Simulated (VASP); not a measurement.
A run of VASP 6.6.1 is set up as follows.

Contents of INCAR:

```
PREC = Accurate ; ENCUT = 520
EDIFF = 1E-6 ; ISMEAR = -1
SIGMA = 0.05 ; LREAL = False
LASPH = True ; NELM = 100
ALGO = Normal ; ISIF = 2
LWAVE = False ; LCHARG = False
GGA = PS ; NBANDS = 15
```

The input KPOINTS:

```
regular mesh
0
Gamma
  6 6 6
```

Contents of POSCAR:

```
BaTe
1.0
    0.0000000000      3.4100000000      3.4100000000
    3.4100000000      0.0000000000      3.4100000000
    3.4100000000      3.4100000000      0.0000000000
Ba Te
1 1
Direct
    0.0000000000      0.0000000000      0.0000000000
    0.5000000000      0.5000000000      0.5000000000
```

Potentials or basis: VASP PAW PBE potentials, release 64 (Ba_sv, Te).

Command:

```bash
$ cat potpaw_PBE.64/Ba_sv/POTCAR potpaw_PBE.64/Te/POTCAR > POTCAR
$ mpirun -np 1 vasp_std > vasp.out
```

Task: Predict the band gap on the k mesh.

Result: 1.24 eV, indirect (least direct gap 1.62 eV).

Task: Predict the pressure.

Result: 2.4 GPa.

Caveat: the PAW data sets were made with another functional, which shifts forces and pressure a little; spin-orbit coupling is left out, which moves the levels of the heavy elements. A k mesh can miss the band edges.
